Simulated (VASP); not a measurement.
A run of VASP 6.6.1:

The input INCAR:

```
ALGO = Normal
EDIFF = 1E-7
ENCUT = 520
GGA_COMPAT = F
ISIF = 2
ISMEAR = -1
LASPH = T
LCHARG = T
LMAXMIX = 4
LORBIT = 11
LORBMOM = T
LREAL = F
LSORBIT = T
LVHAR = T
LWAVE = F
MAGMOM = 0 0 0 0 0 0
NBANDS = 28
NELM = 150
PREC = Accurate
SIGMA = 0.05
```

File KPOINTS:

```
k-points
0
Gamma
  11 11 6
```

File POSCAR:

```
Os
1.0
    2.7341000000      0.0000000000      0.0000000000
   -1.3670500000      2.3678000565      0.0000000000
    0.0000000000      0.0000000000      4.3197000000
Os
2
Direct
    0.6666666667      0.3333333333      0.7500000000
    0.3333333333      0.6666666667      0.2500000000
```

Potentials or basis: VASP PAW LDA potentials, release 64 (Os).

Launch:

```bash
$ cat potpaw_LDA.64/Os/POTCAR > POTCAR
$ mpirun -np 1 vasp_ncl > vasp.out
```

Hardware: 1 thread of AMD EPYC 7R43 64-Core Processor (Zen 3), on a shared host.

Task: Estimate the wall time of this run.

Result: It took 100 s on 1 thread of AMD EPYC 7R43 64-Core Processor (Zen 3), with other jobs on the host, peak memory 0.17 GiB. Counts: scf iterations 13, k points 64.
